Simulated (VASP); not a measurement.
# Li (Fd-3m) in VASP: a series of runs

Runs on Li. Level: PBEsol. Tasks: single point.

All numbers are computed with VASP 6.6.1; they aren't measurements. Logs are shortened: lines on timing, memory, paths and dates and some standing lists are left out, and cuts for length are marked.

**1. The cell of the first run**

It takes space group Fd-3m (No. 227, cubic). The conventional cell has a = 5.147 Å, b = 5.147 Å, c = 5.147 Å, α = 90.00°, β = 90.00°, γ = 90.00°. Li (site symmetry -43m) has 4 Li at 2.23 Å within 2.9 Å.

**2. Single point, PBEsol**

INCAR

```
SYSTEM = Li
  ALGO = Normal
  EDIFF = 1E-6
  ENCUT = 520
  GGA = PS
  ISIF = 2
  ISMEAR = -1
  LASPH = .True.
  LCHARG = .False.
  LREAL = .False.
  LWAVE = .False.
  NBANDS = 10
  NELM = 80
  PREC = Accurate
  SIGMA = 0.05
```

KPOINTS

```
k-points
0
Gamma
  12 12 12
  0 0 0
```

POSCAR

```
Li
1.0
    0.0000000000      2.5734042437      2.5734042437
    2.5734042437      0.0000000000      2.5734042437
    2.5734042437      2.5734042437      0.0000000000
Li
2
Direct
   -0.1250000000     -0.1250000000     -0.1250000000
    0.1250000000      0.1250000000      0.1250000000
```

Potentials or basis: VASP PAW PBE potentials, release 64 (Li_sv).

Run with:

```
$ cat potpaw_PBE.64/Li_sv/POTCAR > POTCAR
$ mpirun -np 1 vasp_std > vasp.out
```

OUTCAR:

```text
SYSTEM = Li
   EDIFF = 1E-6
   ENCUT = 520
   GGA = PS
   ISIF = 2
   ISMEAR = -1
   LASPH = .True.
   LREAL = .False.
   NELM = 80
   PREC = Accurate

 ion  position               nearest neighbor table
   1  0.875  0.875  0.875-   2 2.23   2 2.23   2 2.23   2 2.23
   2  0.125  0.125  0.125-   1 2.23   1 2.23   1 2.23   1 2.23

  LATTYP: Found a face centered cubic cell.
 ALAT       =     5.1468084874

  Lattice vectors:

 A1 = (   0.0000000000,   2.5734042437,   2.5734042437)
 A2 = (   2.5734042437,   0.0000000000,   2.5734042437)
 A3 = (   2.5734042437,   2.5734042437,   0.0000000000)

Analysis of symmetry for initial positions (statically):
=====================================================================
 Subroutine PRICEL returns:
 Original cell was already a primitive cell.

 Routine SETGRP: Setting up the symmetry group for a
 face centered cubic supercell.

 Subroutine GETGRP returns: Found 48 space group operations
 (whereof 12 operations were pure point group operations)
 out of a pool of 48 trial point group operations.

The static configuration has the point symmetry D_3d.
 The point group associated with its full space group is O_h .

Analysis of symmetry for dynamics (positions and initial velocities):
=====================================================================
 Subroutine PRICEL returns:
 Original cell was already a primitive cell.

 Routine SETGRP: Setting up the symmetry group for a
 face centered cubic supercell.

 Subroutine GETGRP returns: Found 48 space group operations
 (whereof 12 operations were pure point group operations)
 out of a pool of 48 trial point group operations.

The dynamic configuration has the point symmetry D_3d.
 The point group associated with its full space group is O_h .

 Subroutine INISYM returns: Found 48 space group operations
 (whereof 12 operations are pure point group operations),
 and found     1 'primitive' translations

----------------------------------------------------------------------------------------

                                     Primitive cell

  volume of cell :      34.0843

  direct lattice vectors                    reciprocal lattice vectors
     0.000000000  2.573404244  2.573404244    -0.194295164  0.194295164  0.194295164
     2.573404244  0.000000000  2.573404244     0.194295164 -0.194295164  0.194295164
     2.573404244  2.573404244  0.000000000     0.194295164  0.194295164 -0.194295164

  length of vectors
     3.639343183  3.639343183  3.639343183     0.336529096  0.336529096  0.336529096

  position of ions in fractional coordinates (direct lattice)
     0.875000000  0.875000000  0.875000000
     0.125000000  0.125000000  0.125000000

  ion indices of the primitive-cell ions
   primitive index   ion index
                 1           1
                 2           2

----------------------------------------------------------------------------------------

 KPOINTS: k-points

Automatic generation of k-mesh.
 Grid dimensions read from file:
 generate k-points for:   12   12   12

 Generating k-lattice:

  Cartesian coordinates                     Fractional coordinates (reciprocal lattice)
    -0.016191264  0.016191264  0.016191264     0.083333333  0.000000000  0.000000000
     0.016191264 -0.016191264  0.016191264     0.000000000  0.083333333  0.000000000
     0.016191264  0.016191264 -0.016191264     0.000000000  0.000000000  0.083333333

  Length of vectors
     0.028044091  0.028044091  0.028044091

  Shift w.r.t. Gamma in fractional coordinates (k-lattice)
     0.000000000  0.000000000  0.000000000

 Subroutine IBZKPT returns following result:
 ===========================================

 Found     72 irreducible k-points:

 Following reciprocal coordinates:
            Coordinates               Weight
  0.000000  0.000000  0.000000      1.000000
  0.083333  0.000000  0.000000      8.000000
  0.166667  0.000000  0.000000      8.000000
  0.250000  0.000000  0.000000      8.000000
  0.333333  0.000000  0.000000      8.000000
  0.416667  0.000000  0.000000      8.000000
[... 16 lines left out ...]
  0.500000  0.166667  0.000000     24.000000
 -0.416667  0.166667  0.000000     24.000000
 [... further k-points ...]
   k-points           NKPTS =     72   k-points in BZ     NKDIM =     72   number of bands    NBANDS=     10
   number of dos      NEDOS =    301   number of ions     NIONS =      2
   total plane-waves  NPLWV =  21952
   dimension x,y,z NGX =    28 NGY =   28 NGZ =   28
   dimension x,y,z NGXF=    56 NGYF=   56 NGZF=   56
   ions per type =               2
   NGX,Y,Z   is equivalent  to a cutoff of  12.79, 12.79, 12.79 a.u.
   NGXF,Y,Z  is equivalent  to a cutoff of  25.58, 25.58, 25.58 a.u.
 SYSTEM =  Li
   PREC   = accura    normal or accurate (medium, high low for compatibility)
   ISTART =      0    job   : 0-new  1-cont  2-samecut
   ICHARG =      2    charge: 1-file 2-atom 10-const
   ISPIN  =      1    spin polarized calculation?
   LNONCOLLINEAR =      F non collinear calculations
   LSORBIT =      F    spin-orbit coupling
   LASPH  =      T    aspherical Exc in radial PAW
   ENCUT  =  520.0 eV  38.22 Ry    6.18 a.u.   6.77  6.77  6.77*2*pi/ulx,y,z
   NELM   =     80;   NELMIN=  2; NELMDL= -5     # of ELM steps
   EDIFF  = 0.1E-05   stopping-criterion for ELM
   LREAL  =      F    real-space projection
   EDIFFG = 0.1E-04   stopping-criterion for IOM
   NSW    =      0    number of steps for IOM
   IBRION =     -1    ionic relax: 0-MD 1-quasi-New 2-CG
   NFREE  =      0    steps in history (QN), initial steepest desc. (CG)
   ISIF   =      2    stress and relaxation
   ISYM   =      2    0-nonsym 1-usesym 2-fastsym
   POTIM  = 0.5000    time-step for ionic-motion
   TEBEG  =    0.0;   TEEND  =   0.0 temperature during run
   PSTRESS=    0.0 pullay stress
   NELECT =       6.0000    total number of electrons
   NUPDOWN=      -1.0000    fix difference up-down
   EMIN   =  10.00;   EMAX   =-10.00  energy-range for DOS
   EFERMI =   0.00;   METHOD = LEGACY
   ISMEAR =    -1;   SIGMA  =   0.05  broadening in eV -4-tet -1-fermi 0-gaus
   EFERMI_NEDOS =   21; number of points for ismear=-14 and -15
   IALGO  =     38    algorithm
   IMIX   =      4    mixing-type and parameters
     AMIX     =   0.40;   BMIX     =  1.00
     AMIX_MAG =   1.60;   BMIX_MAG =  1.00
  volume/ion in A,a.u.               =      17.04       115.01
  Fermi-wavevector in a.u.,A,eV,Ry     =   0.917502  1.733828 11.453531  0.841811
  Thomas-Fermi vector in A             =   2.042479
   LORBIT       =      0    0 simple, 1 ext, 2 COOP (PROOUT), +10 PAW based schemes
   GGA     = PS    functional components
   LHFCALC =     F    Hartree Fock is set to
   AEXX    =    0.0000 exact exchange contribution
   IVDW    =     0    specifies the selected vdW correction
   LEPSILON=     F    determine dielectric tensor
   LRPA    =     F    only Hartree local field effects (RPA)
 non-spin polarized calculation
  energy-cutoff  :      520.00
  volume of cell :       34.08
 maximum number of plane-waves:       941
   NGX = 13   NGY = 13   NGZ = 13

 number of electron       6.0000012 magnetization

 Free energy of the ion-electron system (eV)
  ---------------------------------------------------
  ext. energy  EPLUGINS =         0.00000000
  ---------------------------------------------------
  free energy    TOTEN  =        -2.73929810 eV

  energy without entropy =       -2.73615113  energy(sigma->0) =       -2.73772462

 E-fermi :   1.7755     XC(G=0):  -7.4490

 val. band max:        1.7571944561   @ k =   0.5000   0.0000   0.0000
 cond. band min:       1.8655288807   @ k =  -0.3333   0.5000   0.1667
 fundamental gap:      0.1083344246
 Fermi energy:         1.7754764778

 k-point     1 :       0.0000    0.0000    0.0000
  band No.  band energies     occupation
      1     -45.7027      2.00000
      2     -45.4266      2.00000
      3      -2.4882      2.00000
      4       8.8050      0.00000
      5       8.8050      0.00000
      6       8.8050      0.00000
      7      10.0661      0.00000
      8      10.0661      0.00000
      9      10.0661      0.00000
     10      16.2285      0.00000

 k-point     2 :       0.0833    0.0000    0.0000
  band No.  band energies     occupation
      1     -45.6989      2.00000
      2     -45.4299      2.00000
      3      -2.4075      2.00000
      4       7.6892      0.00000
      5       8.4394      0.00000
      6       8.4394      0.00000
      7      10.5251      0.00000
      8      10.5251      0.00000
      9      11.1232      0.00000
     10      15.1752      0.00000

 k-point     3 :       0.1667    0.0000    0.0000
  band No.  band energies     occupation
      1     -45.6885      2.00000
      2     -45.4397      2.00000
      3      -2.1685      2.00000
      4       6.1470      0.00000
      5       7.9011      0.00000
      6       7.9011      0.00000
      7      11.1714      0.00000
      8      11.1714      0.00000
      9      12.4677      0.00000
     10      14.1764      0.00000

 k-point     4 :       0.2500    0.0000    0.0000
  band No.  band energies     occupation
      1     -45.6727      2.00000
      2     -45.4547      2.00000
      3      -1.7771      2.00000
      4       4.6651      0.00000
      5       7.4716      0.00000
      6       7.4716      0.00000
      7      11.2499      0.00000
      8      11.2499      0.00000
      9      13.3987      0.00000
     10      13.6344      0.00000
[... 222 lines left out ...]
 k-point    22 :       0.4167    0.1667    0.0000
  band No.  band energies     occupation
      1     -45.6364      2.00000
      2     -45.4896      2.00000
      3      -0.7314      2.00000
      4       3.1288      0.00000
      5       5.7364      0.00000
      6       6.2849      0.00000
      7       9.5855      0.00000
      8      12.5988      0.00000
      9      12.8759      0.00000
     10      15.7093      0.00000

 k-point    23 :       0.5000    0.1667    0.0000
  band No.  band energies     occupation
      1     -45.6225      2.00000
      2     -45.5032      2.00000
      3      -0.1496      2.00000
      4       2.1859      0.00054
      5       5.7370      0.00000
      6       5.8643      0.00000
      7       9.6084      0.00000
      8      12.3365      0.00000
      9      13.6809      0.00000
     10      15.6585      0.00000

 k-point    24 :      -0.4167    0.1667    0.0000
  band No.  band energies     occupation
      1     -45.6205      2.00000
      2     -45.5052      2.00000
      3      -0.0312      2.00000
      4       2.0183      0.01544
      5       5.3582      0.00000
      6       6.1857      0.00000
      7       9.8131      0.00000
      8      11.9543      0.00000
      9      14.4965      0.00000
     10      15.3667      0.00000

 [... further k-points ...]
[... 5 lines left out ...]
  --------------------------------------------------------------------------------------
  -------------------------------------------------------------------------------------
  Total        0.8375082      0.8375082      0.8375082      0.0000000      0.0000000     -0.0000000
  in kB       39.3682042     39.3682042     39.3682042      0.0000000      0.0000000     -0.0000000
  external PRESSURE =      39.3682042 kB  Pullay stress =       0.0000000 kB

 VOLUME and BASIS-vectors are now :
 -----------------------------------------------------------------------------
  energy-cutoff  :      520.00
  volume of cell :       34.08
      direct lattice vectors                 reciprocal lattice vectors
     0.000000000  2.573404244  2.573404244    -0.194295164  0.194295164  0.194295164
     2.573404244  0.000000000  2.573404244     0.194295164 -0.194295164  0.194295164
     2.573404244  2.573404244  0.000000000     0.194295164  0.194295164 -0.194295164

 POSITION                                       TOTAL-FORCE (eV/Angst)
 -----------------------------------------------------------------------------------
      4.50346      4.50346      4.50346        -0.000000      0.000000      0.000000
      0.64335      0.64335      0.64335         0.000000     -0.000000     -0.000000
 -----------------------------------------------------------------------------------
    total drift:                                0.000000      0.000000      0.000000

  FREE ENERGIE OF THE ION-ELECTRON SYSTEM (eV)
  ---------------------------------------------------
  free  energy   TOTEN  =        -2.7392981044 eV

  energy  without entropy=       -2.7361511290  energy(sigma->0) =       -2.73772462
```

It took 8.5 s on 1 thread of Intel Xeon 6975P-C (Granite Rapids), shared host; peak memory 0.15 GiB.

What came out:

```yaml
Free_energy: -2.7393 eV
Band_gap_on_the_k_mesh: zero (band 3 reaches 1.94 eV, above the bottom of band 4 at 1.69 eV)
```

Levels at points of the mesh, in eV from the Fermi level:
| k point | band 1 | band 2 | band 3 | band 4 | band 5 | band 6 |
| --- | --- | --- | --- | --- | --- | --- |
| (0.00, 0.00, 0.00) | -47.48 | -47.20 | -4.26 | 7.03 | 7.03 | 7.03 |
| (0.50, 0.00, 0.00) | -47.41 | -47.27 | -2.11 | -0.02 | 5.20 | 5.20 |
| (0.50, 0.50, 0.00) | -47.34 | -47.34 | -0.09 | -0.09 | 2.47 | 2.47 |

Caveat: the cutoff is under 1.25 times the usual one of these potentials, so pressure, stress and relaxed cells hold a basis-set (Pulay) error; the PAW data sets were made with another functional, which shifts forces and pressure a little.

**3. Single point, PBEsol**

INCAR

```
ALGO     = Normal         # electronic algorithm
EDIFF    = 1E-7           # SCF threshold, eV
ENCUT    = 520            # plane-wave cutoff, eV
GGA      = PS             # functional
ISIF     = 2              # what is computed and relaxed
ISMEAR   = -1             # smearing method
LASPH    = True           # aspherical terms in the spheres
LCHARG   = False          # write CHGCAR
LREAL    = False          # projectors in reciprocal space
LWAVE    = False          # write WAVECAR
NBANDS   = 10             # bands
NELM     = 100            # most SCF steps
PREC     = Accurate       # precision mode
SIGMA    = 0.05           # smearing width, eV
```

KPOINTS

```
k-points
0
Gamma
  12 12 12
```

POSCAR is that of step 2.

Potentials or basis: VASP PAW PBE potentials, release 64 (Li_sv).

Run with:

```
$ cat potpaw_PBE.64/Li_sv/POTCAR > POTCAR
$ mpirun -np 1 vasp_std > vasp.out
```

Run time: 9.2 s. Hardware: 1 thread of Intel Xeon 6975P-C (Granite Rapids), shared host; peak memory 0.15 GiB.

Results (log left out):

* Free energy: -2.7393 eV
* Band gap on the k mesh: zero (band 3 reaches 1.94 eV, above the bottom of band 4 at 1.69 eV)

Levels at points of the mesh, in eV from the Fermi level:
| k point | band 1 | band 2 | band 3 | band 4 | band 5 | band 6 | band 7 | band 8 |
| --- | --- | --- | --- | --- | --- | --- | --- | --- |
| (0.00, 0.00, 0.00) | -47.48 | -47.20 | -4.26 | 7.03 | 7.03 | 7.03 | 8.29 | 8.29 |
| (0.50, 0.00, 0.00) | -47.41 | -47.27 | -2.11 | -0.02 | 5.20 | 5.20 | 8.57 | 8.57 |
| (0.50, 0.50, 0.00) | -47.34 | -47.34 | -0.09 | -0.09 | 2.47 | 2.47 | 7.47 | 7.47 |

Caveat: the cutoff is under 1.25 times the usual one of these potentials, so pressure, stress and relaxed cells hold a basis-set (Pulay) error; the PAW data sets were made with another functional, which shifts forces and pressure a little.
